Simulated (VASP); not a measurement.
# Ge in VASP: notebook, part 2 of 2

VASP 6.6.1. The steps go on from the part before.

## Step 5: Single point, PBE+D3(BJ)

The input, INCAR:

```
  ALGO = Normal
  DIPOL = 0.5 0.5 0.368
  EDIFF = 1E-6
  ENCUT = 520
  GGA = PE
  IDIPOL = 3
  ISIF = 2
  ISMEAR = 0
  IVDW = 12
  LASPH = True
  LCHARG = True
  LDIPOL = True
  LELF = True
  LREAL = False
  LVACPOTAV = True
  LVHAR = True
  LWAVE = False
  NBANDS = 36
  NELM = 100
  PREC = Accurate
  SIGMA = 0.1
```

The input, KPOINTS:

```
k-points
0
Gamma
  9 9 1
```

The input, POSCAR:

```
Ge
1.0
    4.0226895460      0.0000000000      0.0000000000
   -2.0113447730      3.4837513384      0.0000000000
    0.0000000000      0.0000000000     18.8685220369
Ge
4
Direct
    0.3333333333      0.6666666667      0.2747571330
    0.6666666667      0.3333333333      0.2384924474
    0.6666666667      0.3333333333      0.4965159443
    1.0000000000      0.0000000000      0.4602512588
```

Potentials or basis: VASP PAW PBE potentials, release 64 (Ge_d).

The run is started by

```bash
> cat potpaw_PBE.64/Ge_d/POTCAR > POTCAR
> mpirun -np 1 vasp_std > vasp.out
```

OUTCAR:

```text
EDIFF = 1E-6
   ENCUT = 520
   GGA = PE
   ISIF = 2
   ISMEAR = 0
   IVDW = 12
   LASPH = True
   LREAL = False
   NELM = 100
   PREC = Accurate
 IVDW          = 12

 ion  position               nearest neighbor table
   1  0.333  0.667  0.275-   2 2.42   2 2.42   2 2.42
   2  0.667  0.333  0.238-   1 2.42   1 2.42   1 2.42
   3  0.667  0.333  0.497-   4 2.42   4 2.42   4 2.42
   4  0.000  0.000  0.460-   3 2.42   3 2.42   3 2.42

  LATTYP: Found a hexagonal cell.
 ALAT       =     4.0226895460
 C/A-ratio  =     4.6905240440

  Lattice vectors:

 A1 = (   4.0226895460,   0.0000000000,   0.0000000000)
 A2 = (  -2.0113447730,   3.4837513384,   0.0000000000)
 A3 = (   0.0000000000,   0.0000000000,  18.8685220369)

Analysis of symmetry for initial positions (statically):
=====================================================================
 Subroutine PRICEL returns:
 Original cell was already a primitive cell.

 Routine SETGRP: Setting up the symmetry group for a
 hexagonal supercell.

 Subroutine GETGRP returns: Found 12 space group operations
 (whereof  6 operations were pure point group operations)
 out of a pool of 24 trial point group operations.
[... 164 lines left out ...]
 cond. band min:      -1.0629690383   @ k =   0.3333   0.3333   0.0000
 fundamental gap:      0.3487050197
 Fermi energy:        -1.4116655630

 k-point     1 :       0.0000    0.0000    0.0000
  band No.  band energies     occupation
      1     -25.8620      2.00000
      2     -25.8620      2.00000
      3     -25.8617      2.00000
      4     -25.8617      2.00000
      5     -25.8116      2.00000
      6     -25.8113      2.00000
[... 457 lines left out ...]
     35       5.0343      0.00000
     36       5.1383      0.00000

------------------------ aborting loop because EDIFF is reached ----------------------------------------

 Edisp (eV)   -0.85409

 E8    (eV) :    -0.3949

  FORCE on cell =-STRESS in cart. coord.  units (eV):
  Direction    XX          YY          ZZ          XY          YZ          ZX
  --------------------------------------------------------------------------------------
  -------------------------------------------------------------------------------------
  Total      -0.29499    -0.29499    -0.56664     0.00000     0.00000     0.00000
  in kB      -1.78740    -1.78740    -3.43334     0.00000     0.00000     0.00000
  external pressure =       -2.34 kB  Pullay stress =        0.00 kB

 VOLUME and BASIS-vectors are now :
 -----------------------------------------------------------------------------
  energy-cutoff  :      520.00
  volume of cell :      264.42
      direct lattice vectors                 reciprocal lattice vectors
     4.022689546  0.000000000  0.000000000     0.248589902  0.143523447  0.000000000
    -2.011344773  3.483751338  0.000000000     0.000000000  0.287046894  0.000000000
     0.000000000  0.000000000 18.868522037     0.000000000  0.000000000  0.052998322

 POSITION                                       TOTAL-FORCE (eV/Angst)
 -----------------------------------------------------------------------------------
     -0.00000      2.32250      5.18426        -0.000000      0.000000      0.144983
      2.01134      1.16125      4.50000         0.000000     -0.000000      0.003419
      2.01134      1.16125      9.36852        -0.000000      0.000000     -0.003419
      0.00000      0.00000      8.68426         0.000000     -0.000000     -0.144983
 -----------------------------------------------------------------------------------
    total drift:                               -0.000000     -0.000001      0.000493

  FREE ENERGIE OF THE ION-ELECTRON SYSTEM (eV)
  ---------------------------------------------------
  free  energy   TOTEN  =       -17.0380636737 eV

  energy  without entropy=      -17.0352759004  energy(sigma->0) =      -17.03666979

 vacuum level on the upper side and lower side of the slab         3.132         3.132
```

OSZICAR:

```text
N       E                     dE             d eps       ncg     rms          rms(c)
DAV:   1     0.488515262155E+03    0.48852E+03   -0.29845E+04  1008   0.268E+03
DAV:   2     0.632767541866E+02   -0.42524E+03   -0.41700E+03   952   0.668E+02
DAV:   3    -0.125802327587E+02   -0.75857E+02   -0.75279E+02  1236   0.190E+02
[... 13 lines left out ...]
DAV:  17    -0.161838650273E+02   -0.77488E-04   -0.10113E-05  1000   0.724E-02    0.236E-03
DAV:  18    -0.161839365650E+02   -0.71538E-04   -0.42120E-06   684   0.479E-02    0.116E-03
DAV:  19    -0.161839620412E+02   -0.25476E-04   -0.23139E-06   676   0.342E-02    0.782E-04
DAV:  20    -0.161839686485E+02   -0.66074E-05   -0.86290E-07   720   0.774E-03    0.314E-04
DAV:  21    -0.161839690704E+02   -0.42189E-06   -0.14264E-07   624   0.679E-03
   1 F= -.17038064E+02 E0= -.17036670E+02  d E =-.278777E-02
```

It took 99 s on 1 thread of Intel Xeon 6975P-C (Granite Rapids), shared host; peak memory 0.38 GiB.

What came out:

| Quantity | Value |
| --- | --- |
| Free energy | -17.0381 eV |
| Largest force | 0.145 eV/Å |
| Band gap on the k mesh | zero (filled and empty bands touch) |
| Dispersion energy per atom | -0.214 eV |

Forces in eV/Å, atoms in the order of the input:
```
Ge   0.000  0.000  0.145
Ge   0.000  0.000  0.003
Ge   0.000  0.000 -0.003
Ge   0.000  0.000 -0.145
```

## Step 6: Single point, PBE+D3(BJ)

The input, INCAR:

```
  PREC = Accurate
  ENCUT = 520
  EDIFF = 1E-6
  ISMEAR = 0
  SIGMA = 0.1
  LREAL = F
  LASPH = T
  NELM = 80
  ALGO = Normal
  ISIF = 2
  LWAVE = F
  LCHARG = F
  LDIPOL = T
  IDIPOL = 3
  DIPOL = 0.5 0.5 0.381
  GGA = PE
  IVDW = 12
  NBANDS = 36
```

The input, KPOINTS:

```
regular mesh
0
Gamma
  9 9 1
```

Edit POSCAR of step 5 so:

```diff
@@ -10,3 +10,3 @@
     0.6666666667      0.3333333333      0.2384924474
-    0.6666666667      0.3333333333      0.4965159443
-    1.0000000000      0.0000000000      0.4602512588
+    0.6666666667      0.3333333333      0.5240750716
+    1.0000000000      0.0000000000      0.4878103860
```

Potentials or basis: VASP PAW PBE potentials, release 64 (Ge_d).

The run is started by

```bash
> cat potpaw_PBE.64/Ge_d/POTCAR > POTCAR
> mpirun -np 1 vasp_std > vasp.out
```

Wall time 87 s (1 thread of Intel Xeon 6975P-C (Granite Rapids), shared host); peak memory 0.38 GiB.

The run converged. Its results:

- Free energy: -16.9592 eV
- Largest force: 0.113 eV/Å
- Band gap on the k mesh: zero (filled and empty bands touch)
- Dispersion energy per atom: -0.196 eV

Forces on the atoms (eV/Å):
```
Ge   0.000  0.000  0.113
Ge   0.000  0.000  0.029
Ge   0.000  0.000 -0.029
Ge   0.000  0.000 -0.113
```

Levels at points of the mesh, in eV from the Fermi level:
| k point | band 26 | band 27 | band 28 | band 29 | band 30 | band 31 |
| --- | --- | --- | --- | --- | --- | --- |
| (0.00, 0.00, 0.00) | -0.42 | -0.42 | -0.42 | 0.52 | 0.69 | 2.01 |
